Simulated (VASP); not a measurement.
Set up this calculation in VASP 6.6.1, as the native input.

```yaml
Task: single point
Functional: LDA
Potentials_or_basis: VASP PAW LDA potentials, release 64 (Se)
Cutoff: 520 eV
k_mesh: 18 × 18 × 18
Occupations: fermi-dirac, width 0.1 eV
Spin: no spin polarisation
Dipole_correction: no
Further_INCAR_settings: ALGO = Normal; EDIFF = 1e-07; NBANDS = 9
```

The structure of Se lies in POSCAR:

```
Se
1.0
   -1.4178072656      1.4178072656      1.4178072656
    1.4178072656     -1.4178072656      1.4178072656
    1.4178072656      1.4178072656     -1.4178072656
Se
1
Direct
    0.0000000000      0.0000000000      0.0000000000
```

This isn't the form of Se at room conditions, which is trigonal, of chains.

The input as run:

INCAR

```
SYSTEM = Se
ALGO = Normal ; EDIFF = 1E-7
ENCUT = 520 ; ISIF = 2
ISMEAR = -1 ; LASPH = .TRUE.
LCHARG = .TRUE. ; LELF = .TRUE.
LREAL = .FALSE. ; LVHAR = .TRUE.
LWAVE = .FALSE. ; NBANDS = 9
NELM = 60 ; PREC = Accurate
SIGMA = 0.1
```

KPOINTS

```
k-points
0
G
  18 18 18
  0 0 0
```

Potentials or basis: VASP PAW LDA potentials, release 64 (Se).

Launch:

```bash
$ cat potpaw_LDA.64/Se/POTCAR > POTCAR
$ mpirun -np 1 vasp_std > vasp.out
```

Results of the run:

```
Pressure               : 142.5 GPa
Band gap on the k mesh : zero (bands 3 and 4 overlap by 14.18 eV)
```

Caveat: the cell stands under pressure.

Wall time 18 s on 1 thread of Intel Xeon 8259CL, with other jobs on the host, peak memory 0.13 GiB.
